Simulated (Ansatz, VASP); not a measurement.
# Sb in VASP and in Ansatz

POSCAR

```
Sb
1.0
    2.1706020527      1.2531976795      3.8710910875
   -2.1706020527      1.2531976795      3.8710910875
    0.0000000000     -2.5063953589      3.8710910875
Sb
2
Direct
    0.2313018333      0.2313018333      0.2313018333
    0.7686981667      0.7686981667      0.7686981667
```

File INCAR.step1:

```
ALGO     = Normal         # electronic algorithm
EDIFF    = 1E-4           # SCF threshold, eV
ENCUT    = 520            # plane-wave cutoff, eV
GGA      = PE             # functional
ISMEAR   = 0              # smearing method
LASPH    = T              # aspherical terms in the spheres
LCHARG   = F              # write CHGCAR
LREAL    = F              # projectors in reciprocal space
LWAVE    = T              # write WAVECAR
NBANDS   = 12             # bands
NELM     = 60             # most SCF steps
PREC     = Accurate       # precision mode
SIGMA    = 0.2            # smearing width, eV
```

File INCAR.step2:

```
ALGO     = Normal         # electronic algorithm
EDIFF    = 1E-6           # SCF threshold, eV
ENCUT    = 520            # plane-wave cutoff, eV
ISIF     = 2              # what is computed and relaxed
ISMEAR   = 0              # smearing method
ISTART   = 1            
LASPH    = T              # aspherical terms in the spheres
LCHARG   = F              # write CHGCAR
LMIXTAU  = T            
LREAL    = F              # projectors in reciprocal space
LWAVE    = F              # write WAVECAR
METAGGA  = R2SCAN         # meta-GGA
NBANDS   = 12             # bands
NELM     = 60             # most SCF steps
PREC     = Accurate       # precision mode
SIGMA    = 0.2            # smearing width, eV
```

Contents of KPOINTS:

```
k-points
0
Gamma
  9 9 9
```

Input for Ansatz:

```yaml
crystal:
  lattice:
    - [2.1706020527, 1.2531976795, 3.8710910875]
    - [-2.1706020527, 1.2531976795, 3.8710910875]
    - [0.0, -2.5063953589, 3.8710910875]
  atoms:
    - { symbol: Sb, position: [0.2313018333, 0.2313018333, 0.2313018333] }
    - { symbol: Sb, position: [0.7686981667, 0.7686981667, 0.7686981667] }
hamiltonian:
  xc: r2scan
  pseudopotentials:
    kind: paw
    azcp:
      Sb: "pseudopotentials/Sb.paw.azcp"
basis:
  ecutwfc: 500
  fft_grid_basis: typed
kpoints:
  mp_grid: { grid: [9, 9, 9], shift: [0, 0, 0] }
magnetization:
  spin_polarized: false
scf:
  occupations: { method: gaussian, width: 0.2 }
  lower_state_search: "off"
output:
  stress: true
  write_density: true
  write_potential: true
  elf: true
  volumetric_format: npy
```

Alike in both runs: task single point; functional r2SCAN; k mesh 9 × 9 × 9; occupations gaussian, width 0.2 eV; no spin polarisation.

|  | VASP | Ansatz |
| --- | --- | --- |
| version | VASP 6.6.1 | Ansatz 0.2.0 |
| potentials or method | VASP PAW PBE potentials, release 64 (Sb), cutoff 520 eV | plane waves (500 eV) with PAW, scalar-relativistic |
| valence electrons in the cell | 10 | 30 |

```tsv
	VASP	Ansatz	Ansatz less VASP
pressure (GPa)	0.1	0.0	-0.11
traceless stress, the component that is largest in VASP (GPa)	-0.06	-0.01	+0.042
```

VASP's potentials were made for PBE, not for r2SCAN. VASP's potentials hold 10 valence electrons a cell and Ansatz's 30, so a difference there can come from the potentials and not from the codes.

Neither program's run includes spin-orbit coupling.
